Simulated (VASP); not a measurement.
# SiO2 (P4_2/mnm) in VASP: notebook, part 2 of 2

VASP 6.6.1.

## (3) Single point, PBE

Input file INCAR:

```
  ALGO = Normal
  EDIFF = 1E-6
  ENCUT = 520
  GGA = PE
  ISIF = 2
  ISMEAR = 0
  LASPH = T
  LCHARG = T
  LELF = T
  LREAL = F
  LVHAR = T
  LWAVE = F
  NBANDS = 25
  NELM = 80
  PREC = Accurate
  SIGMA = 0.02
```

Input file KPOINTS:

```
k-points
0
Gamma
  6 6 8
```

Input file POSCAR:

```
SiO2
1.0
    4.2355353035      0.0000000000      0.0000000000
    0.0000000000      4.2355353035      0.0000000000
    0.0000000000      0.0000000000      2.6907809260
Si O
2 4
Direct
    0.5000000000      0.5000000000      0.5000000000
    0.0000000000      0.0000000000      0.0000000000
    0.1930666755      0.8069333245      0.5000000000
    0.3069333245      0.3069333245      0.0000000000
    0.8069333245      0.1930666755      0.5000000000
    0.6930666755      0.6930666755      0.0000000000
```

Potentials or basis: VASP PAW PBE potentials, release 64 (Si, O).

Launch:

```console
$ cat potpaw_PBE.64/Si/POTCAR potpaw_PBE.64/O/POTCAR > POTCAR
$ mpirun -np 1 vasp_std > vasp.out
```

OUTCAR:

```text
EDIFF = 1E-6
   ENCUT = 520
   GGA = PE
   ISIF = 2
   ISMEAR = 0
   LASPH = T
   LREAL = F
   NELM = 80
   PREC = Accurate

 ion  position               nearest neighbor table
   1  0.500  0.500  0.500-   4 1.77   6 1.77   4 1.77   6 1.77   5 1.84   3 1.84
   2  0.000  0.000  0.000-   3 1.77   5 1.77   3 1.77   5 1.77   4 1.84   6 1.84
   3  0.193  0.807  0.500-   2 1.77   2 1.77   1 1.84
   4  0.307  0.307  0.000-   1 1.77   1 1.77   2 1.84
   5  0.807  0.193  0.500-   2 1.77   2 1.77   1 1.84
   6  0.693  0.693  0.000-   1 1.77   1 1.77   2 1.84

  LATTYP: Found a simple tetragonal cell.
 ALAT       =     4.2355353035
 C/A-ratio  =     0.6352870967

  Lattice vectors:

 A1 = (   4.2355353035,   0.0000000000,   0.0000000000)
 A2 = (   0.0000000000,   4.2355353035,   0.0000000000)
 A3 = (   0.0000000000,   0.0000000000,   2.6907809260)

Analysis of symmetry for initial positions (statically):
=====================================================================
 Subroutine PRICEL returns:
[... 177 lines left out ...]
  ---------------------------------------------------
  free energy    TOTEN  =       -46.31687690 eV

  energy without entropy =      -46.31687690  energy(sigma->0) =      -46.31687690

 E-fermi :   7.8902     XC(G=0): -12.0809

 val. band max:        7.7346102574   @ k =   0.0000   0.0000   0.0000
 cond. band min:      12.7590627818   @ k =   0.0000   0.0000   0.0000
 fundamental gap:      5.0244525244
 Fermi energy:         7.8902005121

 k-point     1 :       0.0000    0.0000    0.0000
  band No.  band energies     occupation
      1     -14.4779      2.00000
      2     -11.0172      2.00000
      3     -11.0172      2.00000
      4     -10.8566      2.00000
      5      -2.8759      2.00000
      6       1.5005      2.00000
[... 661 lines left out ...]
     24      20.5035      0.00000
     25      21.2802      0.00000

 [... further k-points ...]
[... 5 lines left out ...]
  --------------------------------------------------------------------------------------
  -------------------------------------------------------------------------------------
  Total       -0.0151173     -0.0151173      0.1577447      0.0000000      0.0000000      0.0000000
  in kB       -0.5017533     -0.5017533      5.2356473      0.0000000      0.0000000      0.0000000
  external PRESSURE =       1.4107136 kB  Pullay stress =       0.0000000 kB

 VOLUME and BASIS-vectors are now :
 -----------------------------------------------------------------------------
  energy-cutoff  :      520.00
  volume of cell :       48.27
      direct lattice vectors                 reciprocal lattice vectors
     4.235535303  0.000000000  0.000000000     0.236097666  0.000000000  0.000000000
     0.000000000  4.235535303  0.000000000     0.000000000  0.236097666  0.000000000
     0.000000000  0.000000000  2.690780926     0.000000000  0.000000000  0.371639322

 POSITION                                       TOTAL-FORCE (eV/Angst)
 -----------------------------------------------------------------------------------
      2.11777      2.11777      1.34539         0.000000     -0.000000     -0.000000
      0.00000      0.00000      0.00000         0.000000     -0.000000     -0.000000
      0.81774      3.41779      1.34539         0.008420     -0.008420     -0.000000
      1.30003      1.30003      0.00000        -0.008420     -0.008420      0.000000
      3.41779      0.81774      1.34539        -0.008420      0.008420     -0.000000
      2.93551      2.93551      0.00000         0.008420      0.008420     -0.000000
 -----------------------------------------------------------------------------------
    total drift:                                0.000000      0.000000     -0.000000

  FREE ENERGIE OF THE ION-ELECTRON SYSTEM (eV)
  ---------------------------------------------------
  free  energy   TOTEN  =       -46.3168769046 eV

  energy  without entropy=      -46.3168769046  energy(sigma->0) =      -46.31687690
```

Run time: 29 s. Hardware: 1 thread of Intel Xeon Platinum 8375C at 2.90GHz (Ice Lake), shared host; peak memory 0.17 GiB.

Results:

* Free energy: -46.3169 eV
* Pressure: 0.1 GPa
* Largest force: 0.012 eV/Å
* Band gap on the k mesh: 5.02 eV, direct

Forces on the atoms (eV/Å):
```
Si   0.000  0.000  0.000
Si   0.000  0.000  0.000
O    0.008 -0.008  0.000
O   -0.008 -0.008  0.000
O   -0.008  0.008  0.000
O    0.008  0.008  0.000
```

## (4) Relaxation of cell and atoms, PBE

Input file INCAR:

```
SYSTEM = SiO2
ALGO     = Normal         ! electronic algorithm
EDIFF    = 1E-7           ! SCF threshold, eV
EDIFFG   = -0.01          ! ionic threshold
ENCUT    = 600            ! plane-wave cutoff, eV
GGA      = PE             ! functional
IBRION   = 2              ! ionic algorithm
ISIF     = 3              ! what is computed and relaxed
ISMEAR   = 0              ! smearing method
LASPH    = .TRUE.         ! aspherical terms in the spheres
LCHARG   = .FALSE.        ! write CHGCAR
LREAL    = .FALSE.        ! projectors in reciprocal space
LWAVE    = .FALSE.        ! write WAVECAR
NELM     = 100            ! most SCF steps
NSW      = 100            ! ionic steps
PREC     = Accurate       ! precision mode
SIGMA    = 0.02           ! smearing width, eV
```

Input file KPOINTS:

```
k-points
0
G
  6 6 8
  0 0 0
```

Input file POSCAR:

```
SiO2
1.0
    4.2331386844      0.0000000000      0.0000000000
    0.0000000000      4.2331386844      0.0000000000
    0.0000000000      0.0000000000      2.6929149480
Si O
2 4
Direct
    0.5000000000      0.5000000000      0.5000000000
    0.0000000000      0.0000000000      0.0000000000
    0.1930974864      0.8069025136      0.5000000000
    0.3069025136      0.3069025136      0.0000000000
    0.8069025136      0.1930974864      0.5000000000
    0.6930974864      0.6930974864      0.0000000000
```

Launch:

```console
$ cat potpaw_PBE.64/Si/POTCAR potpaw_PBE.64/O/POTCAR > POTCAR
$ mpirun -np 1 vasp_std > vasp.out
```

Run time: 74 s. Hardware: 1 thread of Intel Xeon Platinum 8375C at 2.90GHz (Ice Lake), shared host; peak memory 0.2 GiB.

It converged, with:

- Free energy: -46.3311 eV
- Relaxed volume: 8.03 Å³/atom
- Relaxed cell: a = 4.232 Å, b = 4.232 Å, c = 2.692 Å, α = 90.00°, β = 90.00°, γ = 90.00°
- Space group after relaxing (to 0.05 Å): P4_2/mnm (No. 136)
- Energy gained by relaxing: 0.0 meV/atom
- Ionic steps: 3
- Pressure after relaxing: 0.1 GPa
- Largest force after relaxing: 0.008 eV/Å
- Band gap on the k mesh: 5.04 eV, direct

Forces in eV/Å, atoms in the order of the input:
```
Si   0.000  0.000  0.000
Si   0.000  0.000  0.000
O    0.006 -0.006  0.000
O   -0.006 -0.006  0.000
O   -0.006  0.006  0.000
O    0.006  0.006  0.000
```

Stress tensor (GPa, compression positive):
```
0.00 0.00 0.00
0.00 0.00 0.00
0.00 0.00 0.16
```

Final structure:
```
Si O
1.0
     4.23155    0.00000    0.00000
     0.00000    4.23155    0.00000
     0.00000    0.00000    2.69184
Si O
2 4
Direct
  0.50000 0.50000 0.50000
  0.00000 0.00000 0.00000
  0.19319 0.80681 0.50000
  0.30681 0.30681 0.00000
  0.80681 0.19319 0.50000
  0.69319 0.69319 0.00000
```

Levels at points of the mesh, in eV from the valence-band top:
| k point | band 14 | band 15 | band 16 | band 17 | band 18 | band 19 |
| --- | --- | --- | --- | --- | --- | --- |
| (0.00, 0.00, 0.00) | -0.85 | -0.85 | 0.00 | 5.04 | 6.60 | 8.28 |
| (0.50, 0.00, 0.00) | -2.62 | -1.04 | -1.04 | 7.31 | 7.31 | 8.87 |
| (0.50, 0.50, 0.00) | -2.55 | -2.17 | -2.17 | 7.02 | 7.02 | 9.78 |
| (0.00, 0.00, 0.50) | -2.89 | -2.57 | -2.57 | 8.65 | 8.65 | 12.25 |
| (0.50, 0.00, 0.50) | -2.21 | -1.67 | -1.67 | 8.44 | 8.44 | 9.46 |
| (0.50, 0.50, 0.50) | -1.73 | -1.47 | -1.47 | 6.82 | 6.82 | 10.71 |

A k mesh can miss the band edges. As with any semilocal functional, this PBE gap is likely too small.

## (5) The runs side by side

```csv
task,cell,k mesh,cutoff (eV),smearing,gap on the mesh (eV),pressure (GPa),largest force (eV/Å)
single point,"a = 4.233, b = 4.233, c = 2.693 Å, 6 atoms",4 × 4 × 6,520,gaussian 0.1 eV,5.02,0.2,0.02
single point,"a = 4.236, b = 4.236, c = 2.691 Å, 6 atoms",6 × 6 × 8,520,gaussian 0.02 eV,5.02,0.1,0.01
relaxation of cell and atoms,"relaxed from a = 4.233, b = 4.233, c = 2.693 Å, 6 atoms",6 × 6 × 8,600,gaussian 0.02 eV,5.04,0.1,0.01
```

Alike in all rows: level PBE; potentials or basis VASP PAW PBE potentials, release 64 (Si, O); no spin polarisation.

Absolute energies hang on the potentials; compare differences alone.
